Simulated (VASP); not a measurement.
# InP (F-43m) in VASP: single point with PBE

Aim: the single point of InP with PBE.

Everything below comes from runs of VASP 6.6.1. Logs are shortened: lines on timing, memory, paths and dates and some standing lists are left out, and cuts for length are marked.

**1. The cell of the first run**

Symmetry: F-43m, No. 216, cubic system. Conventional cell: a = 6.126 Å, b = 6.126 Å, c = 6.126 Å, α = 90.00°, β = 90.00°, γ = 90.00°. In (site symmetry -43m) has 4 P at 2.65 Å within 3.5 Å. P (site symmetry -43m) has 4 In at 2.65 Å within 3.5 Å.

**2. Single point, PBE (strain +3.7%)**

Input file INCAR:

```
  PREC = Accurate
  ENCUT = 520
  EDIFF = 1E-7
  ISMEAR = -1
  SIGMA = 0.02
  LREAL = False
  LASPH = True
  NELM = 100
  ALGO = Normal
  ISIF = 2
  LWAVE = False
  LCHARG = False
  GGA = PE
  NBANDS = 16
```

Input file KPOINTS:

```
regular mesh
0
Gamma
  8 8 8
```

Input file POSCAR:

```
InP
1.0
    0.0000000000      3.0627824009      3.0627824009
    3.0627824009      0.0000000000      3.0627824009
    3.0627824009      3.0627824009      0.0000000000
In P
1 1
Direct
    0.0000000000      0.0000000000      0.0000000000
    0.2500000000      0.2500000000      0.2500000000
```

Potentials or basis: VASP PAW PBE potentials, release 64 (In_d, P).

Run with:

```console
$ cat potpaw_PBE.64/In_d/POTCAR potpaw_PBE.64/P/POTCAR > POTCAR
$ mpirun -np 1 vasp_std > vasp.out
```

OUTCAR:

```text
PREC = Accurate
   ENCUT = 520
   EDIFF = 1E-7
   ISMEAR = -1
   LREAL = False
   LASPH = True
   NELM = 100
   ISIF = 2
   GGA = PE

 ion  position               nearest neighbor table
   1  0.000  0.000  0.000-   2 2.65   2 2.65   2 2.65   2 2.65
   2  0.250  0.250  0.250-   1 2.65   1 2.65   1 2.65   1 2.65

  LATTYP: Found a face centered cubic cell.
 ALAT       =     6.1255648018

  Lattice vectors:

 A1 = (   0.0000000000,   3.0627824009,   3.0627824009)
 A2 = (   3.0627824009,   0.0000000000,   3.0627824009)
 A3 = (   3.0627824009,   3.0627824009,   0.0000000000)

Analysis of symmetry for initial positions (statically):
=====================================================================
 Subroutine PRICEL returns:
 Original cell was already a primitive cell.

 Routine SETGRP: Setting up the symmetry group for a
 face centered cubic supercell.

 Subroutine GETGRP returns: Found 24 space group operations
 (whereof 24 operations were pure point group operations)
 out of a pool of 48 trial point group operations.

The static configuration has the point symmetry T_d .

Analysis of symmetry for dynamics (positions and initial velocities):
=====================================================================
 Subroutine PRICEL returns:
 Original cell was already a primitive cell.

 Routine SETGRP: Setting up the symmetry group for a
 face centered cubic supercell.

 Subroutine GETGRP returns: Found 24 space group operations
 (whereof 24 operations were pure point group operations)
 out of a pool of 48 trial point group operations.

The dynamic configuration has the point symmetry T_d .

 Subroutine INISYM returns: Found 24 space group operations
 (whereof 24 operations are pure point group operations),
 and found     1 'primitive' translations

----------------------------------------------------------------------------------------

                                     Primitive cell

  volume of cell :      57.4617

  direct lattice vectors                    reciprocal lattice vectors
     0.000000000  3.062782401  3.062782401    -0.163250252  0.163250252  0.163250252
     3.062782401  0.000000000  3.062782401     0.163250252 -0.163250252  0.163250252
     3.062782401  3.062782401  0.000000000     0.163250252  0.163250252 -0.163250252

  length of vectors
     4.331428410  4.331428410  4.331428410     0.282757732  0.282757732  0.282757732

  position of ions in fractional coordinates (direct lattice)
     0.000000000  0.000000000  0.000000000
     0.250000000  0.250000000  0.250000000

  ion indices of the primitive-cell ions
   primitive index   ion index
                 1           1
                 2           2

----------------------------------------------------------------------------------------

 KPOINTS: regular mesh

Automatic generation of k-mesh.
 Grid dimensions read from file:
 generate k-points for:    8    8    8

 Generating k-lattice:

  Cartesian coordinates                     Fractional coordinates (reciprocal lattice)
    -0.020406282  0.020406282  0.020406282     0.125000000  0.000000000  0.000000000
     0.020406282 -0.020406282  0.020406282     0.000000000  0.125000000  0.000000000
     0.020406282  0.020406282 -0.020406282     0.000000000  0.000000000  0.125000000

  Length of vectors
     0.035344716  0.035344716  0.035344716

  Shift w.r.t. Gamma in fractional coordinates (k-lattice)
     0.000000000  0.000000000  0.000000000

 Subroutine IBZKPT returns following result:
 ===========================================

 Found     29 irreducible k-points:

 Following reciprocal coordinates:
            Coordinates               Weight
  0.000000  0.000000  0.000000      1.000000
  0.125000  0.000000  0.000000      8.000000
  0.250000  0.000000  0.000000      8.000000
  0.375000  0.000000  0.000000      8.000000
  0.500000  0.000000  0.000000      4.000000
  0.125000  0.125000  0.000000      6.000000
[... 16 lines left out ...]
  0.500000  0.250000  0.125000     48.000000
 -0.375000  0.250000  0.125000     24.000000
 [... further k-points ...]
   k-points           NKPTS =     29   k-points in BZ     NKDIM =     29   number of bands    NBANDS=     16
   number of dos      NEDOS =    301   number of ions     NIONS =      2
   total plane-waves  NPLWV =  32768
   dimension x,y,z NGX =    32 NGY =   32 NGZ =   32
   dimension x,y,z NGXF=    64 NGYF=   64 NGZF=   64
   ions per type =               1   1
   NGX,Y,Z   is equivalent  to a cutoff of  12.28, 12.28, 12.28 a.u.
   NGXF,Y,Z  is equivalent  to a cutoff of  24.56, 24.56, 24.56 a.u.
 SYSTEM =  unknown system
   PREC   = accura    normal or accurate (medium, high low for compatibility)
   ISTART =      0    job   : 0-new  1-cont  2-samecut
   ICHARG =      2    charge: 1-file 2-atom 10-const
   ISPIN  =      1    spin polarized calculation?
   LNONCOLLINEAR =      F non collinear calculations
   LSORBIT =      F    spin-orbit coupling
   LASPH  =      T    aspherical Exc in radial PAW
   ENCUT  =  520.0 eV  38.22 Ry    6.18 a.u.   8.05  8.05  8.05*2*pi/ulx,y,z
   NELM   =    100;   NELMIN=  2; NELMDL= -5     # of ELM steps
   EDIFF  = 0.1E-06   stopping-criterion for ELM
   LREAL  =      F    real-space projection
   EDIFFG = 0.1E-05   stopping-criterion for IOM
   NSW    =      0    number of steps for IOM
   IBRION =     -1    ionic relax: 0-MD 1-quasi-New 2-CG
   NFREE  =      0    steps in history (QN), initial steepest desc. (CG)
   ISIF   =      2    stress and relaxation
   ISYM   =      2    0-nonsym 1-usesym 2-fastsym
   POTIM  = 0.5000    time-step for ionic-motion
   TEBEG  =    0.0;   TEEND  =   0.0 temperature during run
   PSTRESS=    0.0 pullay stress
   NELECT =      18.0000    total number of electrons
   NUPDOWN=      -1.0000    fix difference up-down
   EMIN   =  10.00;   EMAX   =-10.00  energy-range for DOS
   EFERMI =   0.00;   METHOD = LEGACY
   ISMEAR =    -1;   SIGMA  =   0.02  broadening in eV -4-tet -1-fermi 0-gaus
   EFERMI_NEDOS =   21; number of points for ismear=-14 and -15
   IALGO  =     38    algorithm
   IMIX   =      4    mixing-type and parameters
     AMIX     =   0.40;   BMIX     =  1.00
     AMIX_MAG =   1.60;   BMIX_MAG =  1.00
  volume/ion in A,a.u.               =      28.73       193.89
  Fermi-wavevector in a.u.,A,eV,Ry     =   1.111833  2.101060 16.819147  1.236172
  Thomas-Fermi vector in A             =   2.248400
   LORBIT       =      0    0 simple, 1 ext, 2 COOP (PROOUT), +10 PAW based schemes
   GGA     = PE    functional components
   LHFCALC =     F    Hartree Fock is set to
   AEXX    =    0.0000 exact exchange contribution
   IVDW    =     0    specifies the selected vdW correction
   LEPSILON=     F    determine dielectric tensor
   LRPA    =     F    only Hartree local field effects (RPA)
 non-spin polarized calculation
  energy-cutoff  :      520.00
  volume of cell :       57.46
 maximum number of plane-waves:      1572
   NGX = 17   NGY = 17   NGZ = 17

 number of electron      17.9999999 magnetization

 Free energy of the ion-electron system (eV)
  ---------------------------------------------------
  ext. energy  EPLUGINS =         0.00000000
  ---------------------------------------------------
  free energy    TOTEN  =        -8.34416267 eV

  energy without entropy =       -8.34398527  energy(sigma->0) =       -8.34407397

 E-fermi :   3.8666     XC(G=0):  -8.7082

 val. band max:        3.8463917443   @ k =   0.0000   0.0000   0.0000
 cond. band min:       4.9938177635   @ k =   0.1250   0.0000   0.0000
 fundamental gap:      1.1474260192
 Fermi energy:         3.8665837742

 k-point     1 :       0.0000    0.0000    0.0000
  band No.  band energies     occupation
      1     -10.1400      2.00000
      2     -10.1400      2.00000
      3     -10.1400      2.00000
      4     -10.0437      2.00000
      5     -10.0437      2.00000
      6      -6.8471      2.00000
[... 8 lines left out ...]
     15      13.0746      0.00000
     16      13.0746      0.00000

 k-point     2 :       0.1250    0.0000    0.0000
  band No.  band energies     occupation
      1     -10.1503      2.00000
      2     -10.1353      2.00000
      3     -10.1353      2.00000
      4     -10.0436      2.00000
      5     -10.0436      2.00000
      6      -6.7037      2.00000
[... 8 lines left out ...]
     15      12.5135      0.00000
     16      12.5891      0.00000

 k-point     3 :       0.2500    0.0000    0.0000
  band No.  band energies     occupation
      1     -10.1748      2.00000
      2     -10.1254      2.00000
      3     -10.1254      2.00000
      4     -10.0419      2.00000
      5     -10.0419      2.00000
      6      -6.3068      2.00000
[... 8 lines left out ...]
     15      12.2990      0.00000
     16      12.6971      0.00000

 k-point     4 :       0.3750    0.0000    0.0000
  band No.  band energies     occupation
      1     -10.1986      2.00000
      2     -10.1178      2.00000
      3     -10.1178      2.00000
      4     -10.0377      2.00000
      5     -10.0377      2.00000
      6      -5.7946      2.00000
[... 8 lines left out ...]
     15      13.1022      0.00000
     16      13.1022      0.00000

 k-point     5 :       0.5000    0.0000    0.0000
  band No.  band energies     occupation
      1     -10.2083      2.00000
      2     -10.1155      2.00000
      3     -10.1155      2.00000
      4     -10.0352      2.00000
      5     -10.0352      2.00000
      6      -5.5205      2.00000
[... 8 lines left out ...]
     15      14.1460      0.00000
     16      14.1460      0.00000

 k-point     6 :       0.1250    0.1250    0.0000
  band No.  band energies     occupation
      1     -10.1589      2.00000
      2     -10.1308      2.00000
      3     -10.1308      2.00000
      4     -10.0472      2.00000
      5     -10.0405      2.00000
      6      -6.6559      2.00000
[... 8 lines left out ...]
     15      12.9230      0.00000
     16      13.2221      0.00000

 k-point     7 :       0.2500    0.1250    0.0000
  band No.  band energies     occupation
      1     -10.1793      2.00000
      2     -10.1222      2.00000
      3     -10.1203      2.00000
      4     -10.0495      2.00000
      5     -10.0374      2.00000
      6      -6.3421      2.00000
[... 8 lines left out ...]
     15      13.1239      0.00000
     16      13.7380      0.00000

 k-point     8 :       0.3750    0.1250    0.0000
  band No.  band energies     occupation
      1     -10.2000      2.00000
      2     -10.1157      2.00000
      3     -10.1117      2.00000
      4     -10.0472      2.00000
      5     -10.0341      2.00000
      6      -5.8554      2.00000
[... 8 lines left out ...]
     15      13.4869      0.00000
     16      13.6402      0.00000

 k-point     9 :       0.5000    0.1250    0.0000
  band No.  band energies     occupation
      1     -10.2114      2.00000
      2     -10.1129      2.00000
      3     -10.1089      2.00000
      4     -10.0413      2.00000
      5     -10.0340      2.00000
      6      -5.4635      2.00000
[... 8 lines left out ...]
     15      13.9338      0.00000
     16      14.1729      0.00000
[... 172 lines left out ...]
 k-point    19 :       0.5000    0.3750    0.0000
  band No.  band energies     occupation
      1     -10.2455      2.00000
      2     -10.0839      2.00000
      3     -10.0801      2.00000
      4     -10.0668      2.00000
      5     -10.0250      2.00000
      6      -5.1088      2.00000
[... 8 lines left out ...]
     15      14.4416      0.00000
     16      15.1641      0.00000

 k-point    20 :      -0.3750    0.3750    0.0000
  band No.  band energies     occupation
      1     -10.2357      2.00000
      2     -10.0939      2.00000
      3     -10.0842      2.00000
      4     -10.0586      2.00000
      5     -10.0308      2.00000
      6      -5.0309      2.00000
[... 8 lines left out ...]
     15      13.4550      0.00000
     16      15.9159      0.00000

 k-point    21 :       0.5000    0.5000    0.0000
  band No.  band energies     occupation
      1     -10.2547      2.00000
      2     -10.0752      2.00000
      3     -10.0752      2.00000
      4     -10.0725      2.00000
      5     -10.0219      2.00000
      6      -5.0108      2.00000
[... 8 lines left out ...]
     15      14.4966      0.00000
     16      15.2406      0.00000

 k-point    22 :       0.3750    0.2500    0.1250
  band No.  band energies     occupation
      1     -10.1990      2.00000
      2     -10.1133      2.00000
      3     -10.1093      2.00000
      4     -10.0522      2.00000
      5     -10.0342      2.00000
      6      -5.9774      2.00000
[... 8 lines left out ...]
     15      13.6731      0.00000
     16      14.7729      0.00000

 k-point    23 :       0.5000    0.2500    0.1250
  band No.  band energies     occupation
      1     -10.2134      2.00000
      2     -10.1099      2.00000
      3     -10.1002      2.00000
      4     -10.0497      2.00000
      5     -10.0339      2.00000
      6      -5.5147      2.00000
[... 8 lines left out ...]
     15      14.0782      0.00000
     16      14.8732      0.00000

 k-point    24 :      -0.3750    0.2500    0.1250
  band No.  band energies     occupation
      1     -10.2187      2.00000
      2     -10.1095      2.00000
      3     -10.0970      2.00000
      4     -10.0462      2.00000
      5     -10.0353      2.00000
      6      -5.2733      2.00000
[... 8 lines left out ...]
     15      14.1538      0.00000
     16      14.6847      0.00000

 [... further k-points ...]
[... 5 lines left out ...]
  --------------------------------------------------------------------------------------
  -------------------------------------------------------------------------------------
  Total       -1.4445083     -1.4445083     -1.4445083      0.0000000      0.0000000      0.0000000
  in kB      -40.2765447    -40.2765447    -40.2765447      0.0000000      0.0000000      0.0000000
  external PRESSURE =     -40.2765447 kB  Pullay stress =       0.0000000 kB

 VOLUME and BASIS-vectors are now :
 -----------------------------------------------------------------------------
  energy-cutoff  :      520.00
  volume of cell :       57.46
      direct lattice vectors                 reciprocal lattice vectors
     0.000000000  3.062782401  3.062782401    -0.163250252  0.163250252  0.163250252
     3.062782401  0.000000000  3.062782401     0.163250252 -0.163250252  0.163250252
     3.062782401  3.062782401  0.000000000     0.163250252  0.163250252 -0.163250252

 POSITION                                       TOTAL-FORCE (eV/Angst)
 -----------------------------------------------------------------------------------
      0.00000      0.00000      0.00000        -0.000000     -0.000000     -0.000000
      1.53139      1.53139      1.53139         0.000000      0.000000      0.000000
 -----------------------------------------------------------------------------------
    total drift:                               -0.000000     -0.000000     -0.000000

  FREE ENERGIE OF THE ION-ELECTRON SYSTEM (eV)
  ---------------------------------------------------
  free  energy   TOTEN  =        -8.3441626712 eV

  energy  without entropy=       -8.3439852667  energy(sigma->0) =       -8.34407397
```

Run time: 23 s. Hardware: 1 thread of Intel Xeon Platinum 8488C (Sapphire Rapids), shared host; peak memory 0.18 GiB.

Results:

- Free energy: -8.3442 eV
- Pressure: -4.0 GPa
- Band gap on the k mesh: zero (filled and empty bands touch)

Levels at points of the mesh, in eV from the Fermi level:
```
           k point  band 5  band 6  band 7  band 8  band 9  band 10  band 11  band 12  band 13  band 14
(0.00, 0.00, 0.00)  -13.91  -10.71   -0.03   -0.02   -0.02    -0.02     4.04     4.04     4.04     7.97
(0.50, 0.00, 0.00)  -13.90   -9.39   -5.12   -0.82   -0.82     1.16     4.75     4.75     6.74     8.91
(0.50, 0.50, 0.00)  -13.89   -8.88   -5.24   -1.93   -1.93     1.94     2.20     8.42     8.69     8.69
```

Caveat: the cell differs from its parent crystal (strain +3.7%); spin-orbit coupling is left out, which moves the levels of the heavy elements.
